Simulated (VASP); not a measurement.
# InPd (Pm-3m) in VASP: settings compared

The runs below take InPd through single point, with B3LYP, HSE06.

Everything below comes from runs of VASP 6.6.1. Logs are shortened: lines on timing, memory, paths and dates and some standing lists are left out, and cuts for length are marked.

## (1) The cell of the first run

The structure is cubic, space group Pm-3m (No. 221). The conventional cell has a = 3.272 Å, b = 3.272 Å, c = 3.272 Å, α = 90.00°, β = 90.00°, γ = 90.00°. In (site symmetry m-3m) has 8 Pd at 2.83 Å and 6 In at 3.27 Å within 3.7 Å. Within 3.7 Å of Pd (site symmetry m-3m) lie 8 In at 2.83 Å and 6 Pd at 3.27 Å.

## (2) Single point, B3LYP

The input, POSCAR:

```
InPd
1.0
    3.2718847800      0.0000000000      0.0000000000
    0.0000000000      3.2718847800      0.0000000000
    0.0000000000      0.0000000000      3.2718847800
In Pd
1 1
Direct
    0.0000000000      0.0000000000      0.0000000000
    0.5000000000      0.5000000000      0.5000000000
```

The input, INCAR.step1:

```
ALGO = Normal
EDIFF = 1E-5
ENCUT = 520
GGA = PE
ISIF = 2
ISMEAR = -1
LASPH = True
LCHARG = False
LREAL = False
LWAVE = True
NBANDS = 18
NELM = 60
PREC = Accurate
SIGMA = 0.05
```

The input, INCAR.step2:

```
AEXX = 0.2
AGGAC = 0.81
AGGAX = 0.72
ALDAC = 0.19
ALGO = Normal
EDIFF = 1E-6
ENCUT = 520
GGA = B3
ISIF = 2
ISMEAR = -1
ISTART = 1
LASPH = True
LCHARG = False
LHFCALC = True
LREAL = False
LWAVE = False
NBANDS = 18
NELM = 60
PREC = Accurate
PRECFOCK = Normal
SIGMA = 0.05
```

The input, KPOINTS:

```
k-points
0
Gamma
  4 4 4
```

Potentials or basis: VASP PAW PBE potentials, release 64 (In_d, Pd).

The run is started by

```sh
$ cat potpaw_PBE.64/In_d/POTCAR potpaw_PBE.64/Pd/POTCAR > POTCAR
$ cp INCAR.step1 INCAR
$ mpirun -np 1 vasp_std > vasp.out
$ cp INCAR.step2 INCAR
$ mpirun -np 1 vasp_std > vasp.out
```

OUTCAR:

```text
AEXX = 0.2
   EDIFF = 1E-6
   ENCUT = 520
   GGA = B3
   ISIF = 2
   ISMEAR = -1
   ISTART = 1
   LASPH = True
   LHFCALC = True
   LREAL = False
   NELM = 60
   PREC = Accurate
   PRECFOCK = Normal

 ion  position               nearest neighbor table
   1  0.000  0.000  0.000-   2 2.83   2 2.83   2 2.83   2 2.83   2 2.83   2 2.83   2 2.83   2 2.83

   2  0.500  0.500  0.500-   1 2.83   1 2.83   1 2.83   1 2.83   1 2.83   1 2.83   1 2.83   1 2.83

  LATTYP: Found a simple cubic cell.
 ALAT       =     3.2718847800

  Lattice vectors:

 A1 = (   3.2718847800,   0.0000000000,   0.0000000000)
 A2 = (   0.0000000000,   3.2718847800,   0.0000000000)
 A3 = (   0.0000000000,   0.0000000000,   3.2718847800)

Analysis of symmetry for initial positions (statically):
=====================================================================
 Subroutine PRICEL returns:
 Original cell was already a primitive cell.

 Routine SETGRP: Setting up the symmetry group for a
 simple cubic supercell.

 Subroutine GETGRP returns: Found 48 space group operations
 (whereof 48 operations were pure point group operations)
 out of a pool of 48 trial point group operations.

The static configuration has the point symmetry O_h .

Analysis of symmetry for dynamics (positions and initial velocities):
=====================================================================
 Subroutine PRICEL returns:
 Original cell was already a primitive cell.

 Routine SETGRP: Setting up the symmetry group for a
 simple cubic supercell.

 Subroutine GETGRP returns: Found 48 space group operations
 (whereof 48 operations were pure point group operations)
 out of a pool of 48 trial point group operations.

The dynamic configuration has the point symmetry O_h .

 Subroutine INISYM returns: Found 48 space group operations
 (whereof 48 operations are pure point group operations),
 and found     1 'primitive' translations

----------------------------------------------------------------------------------------

                                     Primitive cell

  volume of cell :      35.0263

  direct lattice vectors                    reciprocal lattice vectors
     3.271884780  0.000000000  0.000000000     0.305634234  0.000000000  0.000000000
     0.000000000  3.271884780  0.000000000     0.000000000  0.305634234  0.000000000
     0.000000000  0.000000000  3.271884780     0.000000000  0.000000000  0.305634234

  length of vectors
     3.271884780  3.271884780  3.271884780     0.305634234  0.305634234  0.305634234

  position of ions in fractional coordinates (direct lattice)
     0.000000000  0.000000000  0.000000000
     0.500000000  0.500000000  0.500000000

  ion indices of the primitive-cell ions
   primitive index   ion index
                 1           1
                 2           2

----------------------------------------------------------------------------------------

 KPOINTS: k-points

Automatic generation of k-mesh.
 Grid dimensions read from file:
 generate k-points for:    4    4    4

 Generating k-lattice:

  Cartesian coordinates                     Fractional coordinates (reciprocal lattice)
     0.076408559  0.000000000  0.000000000     0.250000000  0.000000000  0.000000000
     0.000000000  0.076408559  0.000000000     0.000000000  0.250000000  0.000000000
     0.000000000  0.000000000  0.076408559     0.000000000  0.000000000  0.250000000

  Length of vectors
     0.076408559  0.076408559  0.076408559

  Shift w.r.t. Gamma in fractional coordinates (k-lattice)
     0.000000000  0.000000000  0.000000000

 Subroutine IBZKPT returns following result:
 ===========================================

 Found     10 irreducible k-points:

 Following reciprocal coordinates:
            Coordinates               Weight
  0.000000  0.000000  0.000000      1.000000
  0.250000  0.000000  0.000000      6.000000
  0.500000  0.000000  0.000000      3.000000
  0.250000  0.250000  0.000000     12.000000
  0.500000  0.250000  0.000000     12.000000
  0.500000  0.500000  0.000000      3.000000
  0.250000  0.250000  0.250000      8.000000
  0.500000  0.250000  0.250000     12.000000
  0.500000  0.500000  0.250000      6.000000
  0.500000  0.500000  0.500000      1.000000
   k-points           NKPTS =     10   k-points in BZ     NKDIM =     64   number of bands    NBANDS=     18
   number of dos      NEDOS =    301   number of ions     NIONS =      2
   total plane-waves  NPLWV =  13824
   dimension x,y,z NGX =    24 NGY =   24 NGZ =   24
   dimension x,y,z NGXF=    48 NGYF=   48 NGZF=   48
   ions per type =               1   1
   NGX,Y,Z   is equivalent  to a cutoff of  12.19, 12.19, 12.19 a.u.
   NGXF,Y,Z  is equivalent  to a cutoff of  24.39, 24.39, 24.39 a.u.
 SYSTEM =  unknown system
   PREC   = accura    normal or accurate (medium, high low for compatibility)
   ISTART =      1    job   : 0-new  1-cont  2-samecut
   ICHARG =      0    charge: 1-file 2-atom 10-const
   ISPIN  =      1    spin polarized calculation?
   LNONCOLLINEAR =      F non collinear calculations
   LSORBIT =      F    spin-orbit coupling
   LASPH  =      T    aspherical Exc in radial PAW
   ENCUT  =  520.0 eV  38.22 Ry    6.18 a.u.   6.08  6.08  6.08*2*pi/ulx,y,z
   NELM   =     60;   NELMIN=  2; NELMDL=  0     # of ELM steps
   EDIFF  = 0.1E-05   stopping-criterion for ELM
   LREAL  =      F    real-space projection
   EDIFFG = 0.1E-04   stopping-criterion for IOM
   NSW    =      0    number of steps for IOM
   IBRION =     -1    ionic relax: 0-MD 1-quasi-New 2-CG
   NFREE  =      0    steps in history (QN), initial steepest desc. (CG)
   ISIF   =      2    stress and relaxation
   ISYM   =      3    0-nonsym 1-usesym 2-fastsym
   POTIM  = 0.5000    time-step for ionic-motion
   TEBEG  =    0.0;   TEEND  =   0.0 temperature during run
   PSTRESS=    0.0 pullay stress
   NELECT =      23.0000    total number of electrons
   NUPDOWN=      -1.0000    fix difference up-down
   EMIN   =  10.00;   EMAX   =-10.00  energy-range for DOS
   EFERMI =   0.00;   METHOD = LEGACY
   ISMEAR =    -1;   SIGMA  =   0.05  broadening in eV -4-tet -1-fermi 0-gaus
   EFERMI_NEDOS =   21; number of points for ismear=-14 and -15
   IALGO  =     38    algorithm
   IMIX   =      1    mixing-type and parameters
     AMIX     =   0.40;   BMIX     =  1.00
     AMIX_MAG =   1.60;   BMIX_MAG =  1.00
  volume/ion in A,a.u.               =      17.51       118.18
  Fermi-wavevector in a.u.,A,eV,Ry     =   1.422938  2.688964 27.548447  2.024754
  Thomas-Fermi vector in A             =   2.543589
   LORBIT       =      0    0 simple, 1 ext, 2 COOP (PROOUT), +10 PAW based schemes
   GGA     = B3    functional components
   LHFCALC =     T    Hartree Fock is set to
   PRECFOCK=normal    Normal, Fast or Accurate (Low or Medium for compatibility)
   ENCUT4O =  -1.0   cutoff for four orbital integrals eV
   NKREDX  =     1    reduce k-point grid by
   NKREDY  =     1    reduce k-point grid by
   NKREDZ  =     1    reduce k-point grid by
   AEXX    =    0.2000 exact exchange contribution
   HFSCREEN=    0.0000 screening length (either q_TF or 0.3 A-1)
   HFSCREENC=   0.0000 screening length for correlation (either q_TF or 0.3 A-1)
   ENCUTFOCK=  -1.0 apply spherical cutoff to Coloumb kernel
   IVDW    =     0    specifies the selected vdW correction
   LEPSILON=     F    determine dielectric tensor
   LRPA    =     F    only Hartree local field effects (RPA)
 non-spin polarized calculation
  energy-cutoff  :      520.00
  volume of cell :       35.03
 maximum number of plane-waves:       968
  NGX = 20; NGY = 20; NGZ = 20

 number of electron      22.9999997 magnetization

 Free energy of the ion-electron system (eV)
  ---------------------------------------------------
  ext. energy  EPLUGINS =         0.00000000
  ---------------------------------------------------
  free energy    TOTEN  =        -9.14541987 eV

  energy without entropy =       -9.13940773  energy(sigma->0) =       -9.14241380

 E-fermi :  11.0838     XC(G=0):  -9.7303

 val. band max:       10.6996026415   @ k =   0.5000   0.5000   0.2500
 cond. band min:      11.1183927837   @ k =   0.5000   0.5000   0.2500
 fundamental gap:      0.4187901422
 Fermi energy:        11.0838288421

 k-point     1 :       0.0000    0.0000    0.0000
  band No.  band energies     occupation
      1      -6.4412      2.00000
      2      -6.4412      2.00000
      3      -6.0282      2.00000
      4      -6.0266      2.00000
      5      -6.0255      2.00000
      6      -0.6363      2.00000
[... 10 lines left out ...]
     17      22.4873      0.00000
     18      28.0597      0.00000

 k-point     2 :       0.2500    0.0000    0.0000
  band No.  band energies     occupation
      1      -6.4121      2.00000
      2      -6.2632      2.00000
      3      -6.0796      2.00000
      4      -6.0781      2.00000
      5      -6.0098      2.00000
      6       0.4461      2.00000
[... 10 lines left out ...]
     17      26.7377      0.00000
     18      26.9367      0.00000

 k-point     3 :       0.5000    0.0000    0.0000
  band No.  band energies     occupation
      1      -6.3828      2.00000
      2      -6.1315      2.00000
      3      -6.1300      2.00000
      4      -6.0864      2.00000
      5      -5.9927      2.00000
      6       3.1984      2.00000
[... 10 lines left out ...]
     17      22.5642      0.00000
     18      22.7570      0.00000

 k-point     4 :       0.2500    0.2500    0.0000
  band No.  band energies     occupation
      1      -6.3267      2.00000
      2      -6.1695      2.00000
      3      -6.1472      2.00000
      4      -6.0965      2.00000
      5      -6.0634      2.00000
      6       1.4251      2.00000
[... 10 lines left out ...]
     17      25.5745      0.00000
     18      26.8753      0.00000

 k-point     5 :       0.5000    0.2500    0.0000
  band No.  band energies     occupation
      1      -6.2921      2.00000
      2      -6.2568      2.00000
      3      -6.1492      2.00000
      4      -6.0812      2.00000
      5      -5.9802      2.00000
      6       3.2441      2.00000
[... 10 lines left out ...]
     17      23.8144      0.00000
     18      24.1586      0.00000

 k-point     6 :       0.5000    0.5000    0.0000
  band No.  band energies     occupation
      1      -6.3763      2.00000
      2      -6.2488      2.00000
      3      -6.1686      2.00000
      4      -6.1665      2.00000
      5      -5.8251      2.00000
      6       3.3717      2.00000
[... 10 lines left out ...]
     17      23.2162      0.00000
     18      25.8295      0.00000

 k-point     7 :       0.2500    0.2500    0.2500
  band No.  band energies     occupation
      1      -6.1736      2.00000
      2      -6.1617      2.00000
      3      -6.1588      2.00000
      4      -6.1327      2.00000
      5      -6.1324      2.00000
      6       2.2184      2.00000
[... 10 lines left out ...]
     17      22.0696      0.00000
     18      27.7589      0.00000

 k-point     8 :       0.5000    0.2500    0.2500
  band No.  band energies     occupation
      1      -6.2691      2.00000
      2      -6.2183      2.00000
      3      -6.1573      2.00000
      4      -6.1228      2.00000
      5      -5.9428      2.00000
      6       3.5656      2.00000
[... 10 lines left out ...]
     17      23.0826      0.00000
     18      25.2830      0.00000

 k-point     9 :       0.5000    0.5000    0.2500
  band No.  band energies     occupation
      1      -6.3353      2.00000
      2      -6.2327      2.00000
      3      -6.2309      2.00000
      4      -6.0352      2.00000
      5      -5.8208      2.00000
      6       3.9185      2.00000
[... 10 lines left out ...]
     17      20.2028      0.00000
     18      21.4892      0.00000

 k-point    10 :       0.5000    0.5000    0.5000
  band No.  band energies     occupation
      1      -6.2969      2.00000
      2      -6.2951      2.00000
      3      -6.2937      2.00000
      4      -5.8164      2.00000
      5      -5.8164      2.00000
      6       4.7146      2.00000
[... 10 lines left out ...]
     17      15.8117      0.00000
     18      17.4766      0.00000

------------------------ aborting loop because EDIFF is reached ----------------------------------------

  FORCE on cell =-STRESS in cart. coord.  units (eV):
  Direction    XX          YY          ZZ          XY          YZ          ZX
  --------------------------------------------------------------------------------------
  -------------------------------------------------------------------------------------
  Total        1.5572551      1.5572551      1.5572551     -0.0000000     -0.0000000      0.0000000
  in kB       71.2321988     71.2321988     71.2321988     -0.0000000     -0.0000000      0.0000000
  external PRESSURE =      71.2321988 kB  Pullay stress =       0.0000000 kB

 VOLUME and BASIS-vectors are now :
 -----------------------------------------------------------------------------
  energy-cutoff  :      520.00
  volume of cell :       35.03
      direct lattice vectors                 reciprocal lattice vectors
     3.271884780  0.000000000  0.000000000     0.305634234  0.000000000  0.000000000
     0.000000000  3.271884780  0.000000000     0.000000000  0.305634234  0.000000000
     0.000000000  0.000000000  3.271884780     0.000000000  0.000000000  0.305634234

 POSITION                                       TOTAL-FORCE (eV/Angst)
 -----------------------------------------------------------------------------------
      0.00000      0.00000      0.00000         0.000000      0.000000      0.000000
      1.63594      1.63594      1.63594         0.000000      0.000000      0.000000
 -----------------------------------------------------------------------------------
    total drift:                                0.000000      0.000000      0.000000

  FREE ENERGIE OF THE ION-ELECTRON SYSTEM (eV)
  ---------------------------------------------------
  free  energy   TOTEN  =        -9.1454198654 eV

  energy  without entropy=       -9.1394077330  energy(sigma->0) =       -9.14241380
```

It took 53 min on 1 thread of Intel Xeon Platinum 8259CL at 2.50GHz (Skylake/Cascade Lake), shared host; peak memory 0.16 GiB.

What came out:

```yaml
Free_energy: -9.1454 eV
Pressure: 7.1 GPa
Band_gap_on_the_k_mesh: zero (an odd number of electrons rules out a gap without spin polarisation)
```

Caveat: the k points lie up to 0.48 Å⁻¹ apart, too coarse for converged energies and pressures of a metal; the PAW data sets were made with another functional, which shifts forces and pressure a little; spin-orbit coupling is left out, which moves the levels of the heavy elements.

## (3) Single point, HSE06

POSCAR is that of step 2.

The input, INCAR.step1:

```
SYSTEM = InPd
PREC = Accurate
ENCUT = 520
EDIFF = 1E-5
ISMEAR = -1
SIGMA = 0.05
LREAL = .FALSE.
LASPH = .TRUE.
NELM = 60
ALGO = Normal
ISIF = 2
LWAVE = .TRUE.
LCHARG = .FALSE.
GGA = PE
NBANDS = 18
```

The input, INCAR.step2:

```
SYSTEM = InPd
PREC = Accurate
ENCUT = 520
EDIFF = 1E-6
ISMEAR = -1
SIGMA = 0.05
LREAL = .FALSE.
LASPH = .TRUE.
NELM = 60
ALGO = Normal
ISIF = 2
LWAVE = .FALSE.
LCHARG = .FALSE.
GGA = PE
LHFCALC = .TRUE.
HFSCREEN = 0.2079
PRECFOCK = Normal
ISTART = 1
NBANDS = 18
```

The input, KPOINTS:

```
regular mesh
0
G
  4 4 4
  0 0 0
```

Potentials or basis: VASP PAW PBE potentials, release 64 (In_d, Pd).

The run is started by

```sh
$ cat potpaw_PBE.64/In_d/POTCAR potpaw_PBE.64/Pd/POTCAR > POTCAR
$ cp INCAR.step1 INCAR
$ mpirun -np 1 vasp_std > vasp.out
$ cp INCAR.step2 INCAR
$ mpirun -np 1 vasp_std > vasp.out
```

OUTCAR:

```text
SYSTEM = InPd
   PREC = Accurate
   ENCUT = 520
   EDIFF = 1E-6
   ISMEAR = -1
   LREAL = .FALSE.
   LASPH = .TRUE.
   NELM = 60
   ISIF = 2
   GGA = PE
   LHFCALC = .TRUE.
   HFSCREEN = 0.2079
   PRECFOCK = Normal
   ISTART = 1

 ion  position               nearest neighbor table
   1  0.000  0.000  0.000-   2 2.83   2 2.83   2 2.83   2 2.83   2 2.83   2 2.83   2 2.83   2 2.83

   2  0.500  0.500  0.500-   1 2.83   1 2.83   1 2.83   1 2.83   1 2.83   1 2.83   1 2.83   1 2.83

  LATTYP: Found a simple cubic cell.
[... 392 lines left out ...]

  FORCE on cell =-STRESS in cart. coord.  units (eV):
  Direction    XX          YY          ZZ          XY          YZ          ZX
  --------------------------------------------------------------------------------------
  -------------------------------------------------------------------------------------
  Total       -0.1214222     -0.1214222     -0.1214222     -0.0000000      0.0000000      0.0000000
  in kB       -5.5541133     -5.5541133     -5.5541133     -0.0000000      0.0000000      0.0000000
  external PRESSURE =      -5.5541133 kB  Pullay stress =       0.0000000 kB

 VOLUME and BASIS-vectors are now :
 -----------------------------------------------------------------------------
  energy-cutoff  :      520.00
  volume of cell :       35.03
      direct lattice vectors                 reciprocal lattice vectors
     3.271884780  0.000000000  0.000000000     0.305634234  0.000000000  0.000000000
     0.000000000  3.271884780  0.000000000     0.000000000  0.305634234  0.000000000
     0.000000000  0.000000000  3.271884780     0.000000000  0.000000000  0.305634234

 POSITION                                       TOTAL-FORCE (eV/Angst)
 -----------------------------------------------------------------------------------
      0.00000      0.00000      0.00000         0.000000      0.000000      0.000000
      1.63594      1.63594      1.63594         0.000000      0.000000      0.000000
 -----------------------------------------------------------------------------------
    total drift:                                0.000017      0.000017      0.000017

  FREE ENERGIE OF THE ION-ELECTRON SYSTEM (eV)
  ---------------------------------------------------
  free  energy   TOTEN  =       -10.3440578265 eV

  energy  without entropy=      -10.3332539756  energy(sigma->0) =      -10.33865590
```

OUTCAR.step1:

```text
SYSTEM = InPd
   PREC = Accurate
   ENCUT = 520
   EDIFF = 1E-5
   ISMEAR = -1
   LREAL = .FALSE.
[... 415 lines left out ...]
      0.00000      0.00000      0.00000         0.000000      0.000000      0.000000
      1.63594      1.63594      1.63594         0.000000      0.000000      0.000000
 -----------------------------------------------------------------------------------
    total drift:                                0.000000      0.000000     -0.000000

  FREE ENERGIE OF THE ION-ELECTRON SYSTEM (eV)
  ---------------------------------------------------
  free  energy   TOTEN  =        -8.7291106175 eV

  energy  without entropy=       -8.7143394010  energy(sigma->0) =       -8.72172501
```

OSZICAR.step1:

```text
N       E                     dE             d eps       ncg     rms          rms(c)
DAV:   1     0.161455640483E+03    0.16146E+03   -0.11060E+04   384   0.167E+03
DAV:   2    -0.278091193850E+00   -0.16173E+03   -0.15394E+03   362   0.365E+02
DAV:   3    -0.874064001058E+01   -0.84625E+01   -0.83807E+01   392   0.880E+01
DAV:   4    -0.892730634515E+01   -0.18667E+00   -0.18646E+00   446   0.115E+01
DAV:   5    -0.893539146946E+01   -0.80851E-02   -0.80837E-02   486   0.230E+00    0.640E+00
DAV:   6    -0.877100502627E+01    0.16439E+00   -0.32700E-01   432   0.806E+00    0.308E+00
DAV:   7    -0.873573528784E+01    0.35270E-01   -0.52669E-02   462   0.429E+00    0.131E+00
DAV:   8    -0.872976534192E+01    0.59699E-02   -0.17036E-02   408   0.117E+00    0.369E-01
DAV:   9    -0.872910626085E+01    0.65908E-03   -0.16963E-03   466   0.638E-01    0.618E-02
DAV:  10    -0.872911061750E+01   -0.43567E-05   -0.40455E-05   442   0.887E-02
   1 F= -.87291106E+01 E0= -.87217250E+01  d E =-.147712E-01
```

Wall time 11 min (1 thread of Intel Xeon Platinum 8259CL at 2.50GHz (Skylake/Cascade Lake), shared host); peak memory 0.26 GiB.

What came out:

```yaml
Free_energy: -10.3441 eV
Pressure: -0.6 GPa
Band_gap_on_the_k_mesh: zero (an odd number of electrons rules out a gap without spin polarisation)
```

Caveat: the k points lie up to 0.48 Å⁻¹ apart, too coarse for converged energies and pressures of a metal; the PAW data sets were made with another functional, which shifts forces and pressure a little; spin-orbit coupling is left out, which moves the levels of the heavy elements.

The gap in the log of VASP goes by the Fermi energy; the results here count the filled bands.